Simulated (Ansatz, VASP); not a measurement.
Two plane-wave programs on CdS

The input POSCAR:

```
CdS
1.0
    0.0000000000      2.9165000000      2.9165000000
    2.9165000000      0.0000000000      2.9165000000
    2.9165000000      2.9165000000      0.0000000000
Cd S
1 1
Direct
    0.0000000000      0.0000000000      0.0000000000
    0.7500000000      0.7500000000      0.7500000000
```

The input INCAR.step1:

```
  ALGO = Normal
  EDIFF = 1E-5
  ENCUT = 520
  GGA = PE
  ISIF = 2
  ISMEAR = -1
  LASPH = T
  LREAL = F
  LWAVE = T
  NBANDS = 16
  NELM = 60
  PREC = Accurate
  SIGMA = 0.05
```

Contents of INCAR.step2:

```
  AEXX = 0.25
  ALGO = Normal
  EDIFF = 1E-7
  ENCUT = 520
  GGA = PS
  HFSCREEN = 0.207
  ISIF = 2
  ISMEAR = -1
  ISTART = 1
  LASPH = T
  LCHARG = T
  LELF = T
  LHFCALC = T
  LREAL = F
  LVHAR = T
  LWAVE = F
  NBANDS = 16
  NELM = 60
  PREC = Accurate
  PRECFOCK = Normal
  SIGMA = 0.05
```

KPOINTS

```
k-points
0
Gamma
  5 5 5
```

Contents of input.yaml:

```yaml
crystal:
  lattice:
    - [0.0, 2.9165, 2.9165]
    - [2.9165, 0.0, 2.9165]
    - [2.9165, 2.9165, 0.0]
  atoms:
    - { symbol: Cd, position: [0.0, 0.0, 0.0] }
    - { symbol: S, position: [0.75, 0.75, 0.75] }
hamiltonian:
  xc:
    exchange: hjs_pbesol
    correlation: pbesol
    exx: { coeff: 0.25, omega: 0.207 }
  pseudopotentials: { kind: paw }
kpoints:
  mp_grid: { grid: [5, 5, 5] }
  band_path:
    path:
      - [[0.0, 0.0, 0.0], [0.5, 0.0, 0.5], [0.5, 0.25, 0.75], [0.375, 0.375, 0.75], [0.0, 0.0, 0.0], [0.5, 0.5, 0.5], [0.625, 0.25, 0.625], [0.5, 0.25, 0.75], [0.5, 0.5, 0.5], [0.375, 0.375, 0.75]]
      - [[0.625, 0.25, 0.625], [0.5, 0.0, 0.5]]
    npoints: 4
scf:
  occupations: { method: fermi_dirac, width: 0.05 }
  n_extra_bands: 6
output:
  forces: true
  stress: true
  eigenvalues: true
  fatbands: false
```

Alike in both runs: functional PBEsol-based screened hybrid with a share of 0.25 of exact exchange and HFSCREEN = 0.207; k mesh 5 × 5 × 5; occupations fermi-dirac, width 0.05 eV; no spin polarisation.

```csv
,VASP,Ansatz
version,VASP 6.6.1,Ansatz 0.2.0
potentials or method,"VASP PAW PBE potentials, release 64 (Cd, S)",Ansatz PAW
plane-wave cutoff (eV),520,420
valence electrons in the cell,18,26
task,single point,band structure
```

|  | VASP | Ansatz | Ansatz less VASP |
| --- | --- | --- | --- |
| gap on the k mesh at the Fermi level (eV) | 2.02 | 2.01 | -0.006 |
| least direct gap on the mesh (eV) | 2.02 | 2.01 | -0.006 |
| pressure (GPa) | -0.2 | -0.5 | -0.35 |

VASP's potentials were made for PBE, not for PBEsol-based screened hybrid. VASP's potentials hold 18 valence electrons a cell and Ansatz's 26, so a difference there can come from the potentials and not from the codes.
